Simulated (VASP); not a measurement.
Write the native input for VASP 6.6.1 that does the following.

* Task: relaxation of cell and atoms
* Functional: PBE
* Potentials or basis: VASP PAW PBE potentials, release 64 (Mg, O)
* Cutoff: 600 eV
* k mesh: 8 × 8 × 8
* Occupations: gaussian, width 0.01 eV
* Spin: no spin polarisation
* Dipole correction: no
* Further INCAR settings: ALGO = Normal; EDIFF = 1e-07; IBRION = 2; EDIFFG = -0.001; NSW = 80; ISIF = 3

The structure of MgO lies in POSCAR:

```
MgO
1.0
    0.0000000000      2.3062840489      2.3062840489
    2.3062840489      0.0000000000      2.3062840489
    2.3062840489      2.3062840489      0.0000000000
Mg O
1 1
Direct
    0.0000000000      0.0000000000      0.0000000000
    0.2500000000      0.2500000000      0.2500000000
```

One way to write it, as run:

INCAR

```
PREC = Accurate ; ENCUT = 600
EDIFF = 1E-7 ; ISMEAR = 0
SIGMA = 0.01 ; LREAL = F
LASPH = T ; NELM = 120
ALGO = Normal ; ISIF = 3
LWAVE = F ; LCHARG = F
GGA = PE ; IBRION = 2
NSW = 80 ; EDIFFG = -0.001
GGA_COMPAT = F ; NELMIN = 4
```

KPOINTS

```
regular mesh
0
Gamma
  8 8 8
```

Potentials or basis: VASP PAW PBE potentials, release 64 (Mg, O).

Command:

```sh
$ cat potpaw_PBE.64/Mg/POTCAR potpaw_PBE.64/O/POTCAR > POTCAR
$ mpirun -np 1 vasp_std > vasp.out
```

It gave:

```yaml
Relaxed_volume: 12.21 Å³/atom
Relaxed_cell: a = 3.256 Å, b = 3.256 Å, c = 3.256 Å, α = 60.00°, β = 60.00°, γ = 60.00°
Space_group_after_relaxing_to_0.05_Å: F-43m (No. 216)
Energy_gained_by_relaxing: 0.1 meV/atom
Ionic_steps: 3
Pressure_after_relaxing: 0.0 GPa
Band_gap_on_the_k_mesh: 3.49 eV, direct
```

It took 30 s on 1 thread of Intel Xeon 8259CL, on a shared host, peak memory 0.17 GiB.
